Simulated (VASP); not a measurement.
Si3N4:

```
Si N
1.0
     0.00000    3.89462    3.89462
     3.89462    0.00000    3.89462
     3.89462    3.89462    0.00000
Si N
6 8
Direct
  0.12500 0.12500 0.62500
  0.12500 0.62500 0.12500
  0.62500 0.12500 0.12500
  0.12500 0.12500 0.12500
  0.75000 0.75000 0.75000
  0.50000 0.50000 0.50000
  0.36754 0.36754 0.36754
  0.35263 0.88246 0.88246
  0.88246 0.88246 0.35263
  0.88246 0.35263 0.88246
  0.36754 0.36754 0.89737
  0.36754 0.89737 0.36754
  0.88246 0.88246 0.88246
  0.89737 0.36754 0.36754
```

```yaml
Program: VASP 6.6.1
Task: relaxation of cell and atoms
Functional: PBEsol
Potentials_or_basis: VASP PAW PBE potentials, release 64 (Si, N)
Cutoff: 600 eV
k_mesh: 6 × 6 × 6
Occupations: gaussian, width 0.02 eV
Spin: no spin polarisation
```

At the start: pressure -5.1 GPa; volume 8.44 Å³/atom.

Problem. Where does the relaxation end?

Solution. Over 6 steps the energy falls by 2.3 meV/atom and the volume is 8.29 Å³/atom (-1.7 %); space group Fd-3m (No. 227, to 0.05 Å).

The path:
| step | energy change (eV) | largest force (eV/Å) | pressure (GPa) | volume (Å³) |
| --- | --- | --- | --- | --- |
| 1 | 0.0000 | 0.0494 | -5.11 | 118.15 |
| 2 | 0.0270 | 0.2085 | 7.34 | 113.60 |
| 3 | -0.0320 | 0.0560 | -0.06 | 116.19 |
| 4 | -0.0320 | 0.0582 | 0.04 | 116.15 |
| 5 | -0.0320 | 0.0541 | 0.12 | 116.09 |
| 6 | -0.0323 | 0.0017 | 0.08 | 116.12 |

Final structure:
```
CELL_PARAMETERS angstrom
0.00000 3.87222 3.87222
3.87222 0.00000 3.87222
3.87222 3.87222 0.00000
ATOMIC_POSITIONS crystal
Si 0.12500 0.12500 0.62500
Si 0.12500 0.62500 0.12500
Si 0.62500 0.12500 0.12500
Si 0.12500 0.12500 0.12500
Si 0.75000 0.75000 0.75000
Si 0.50000 0.50000 0.50000
N 0.36756 0.36756 0.36756
N 0.35268 0.88244 0.88244
N 0.88244 0.88244 0.35268
N 0.88244 0.35268 0.88244
N 0.36756 0.36756 0.89733
N 0.36756 0.89733 0.36756
N 0.88244 0.88244 0.88244
N 0.89733 0.36756 0.36756
```

Caveat: the PAW data sets were made with another functional, which shifts forces and pressure a little.
